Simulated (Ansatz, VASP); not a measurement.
## Ga: VASP beside Ansatz

```
CELL_PARAMETERS angstrom
2.76241 0.00000 0.00000
0.00000 2.76241 0.00000
0.00000 0.00000 2.76241
ATOMIC_POSITIONS crystal
Ga 0.00000 0.00000 0.00000
```

Alike in both runs: functional RPBE; k mesh 11 × 11 × 11; occupations fermi-dirac, width 0.1 eV; no spin polarisation.

Ansatz relaxed the structure, and its values are those at the end. VASP's run is a single point on that final structure, the one shown.

|  | VASP | Ansatz |
| --- | --- | --- |
| version | VASP 6.6.1 | Ansatz 0.2.0 |
| potentials or method | VASP PAW PBE potentials, release 64 (Ga_d), cutoff 520 eV | plane waves (420 eV) with PAW, scalar-relativistic |
| valence electrons in the cell | 13 | 13 |

|  | VASP | Ansatz | Ansatz less VASP |
| --- | --- | --- | --- |
| pressure (GPa) | 0.0 | 0.0 | -0.08 |

VASP's potentials were made for PBE, not for RPBE.
